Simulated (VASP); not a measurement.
Crystal: InP.

```xyz
2
Lattice="0.0000 2.9305 2.9305 2.9305 0.0000 2.9305 2.9305 2.9305 0.0000" Properties=species:S:1:pos:R:3 pbc="T T T"
In    0.0000    0.0000    0.0000
P     4.3957    4.3957    4.3957
```

Base run:

| Quantity | Value |
| --- | --- |
| Program | VASP 6.6.1 |
| Functional | BLYP |
| Potentials or basis | VASP PAW PBE potentials, release 64 (In_d, P) |
| Cutoff | 520 eV |
| k mesh | 5 × 5 × 5 |
| Occupations | fermi-dirac, width 0.05 eV |
| Spin | no spin polarisation |

Its results: band gap on the k mesh 0.62 eV, direct; pressure 6.8 GPa.

**Question.** After a change of settings the same cell gave: band gap on the k mesh 0.71 eV, direct; pressure 3.3 GPa. Which change was it?
A. functional from BLYP to HF; k mesh from 5 × 5 × 5 to 4 × 4 × 4
B. functional from BLYP to PBEsol; k mesh from 5 × 5 × 5 to 6 × 6 × 6
C. functional from BLYP to RPBE; k mesh from 5 × 5 × 5 to 8 × 8 × 8
D. functional from BLYP to PBE; k mesh from 5 × 5 × 5 to 14 × 14 × 14

**Answer.** D.

Caveats: spin-orbit coupling is left out, which moves the levels of the heavy elements; the PAW data sets were made with another functional, which shifts forces and pressure a little (some runs).
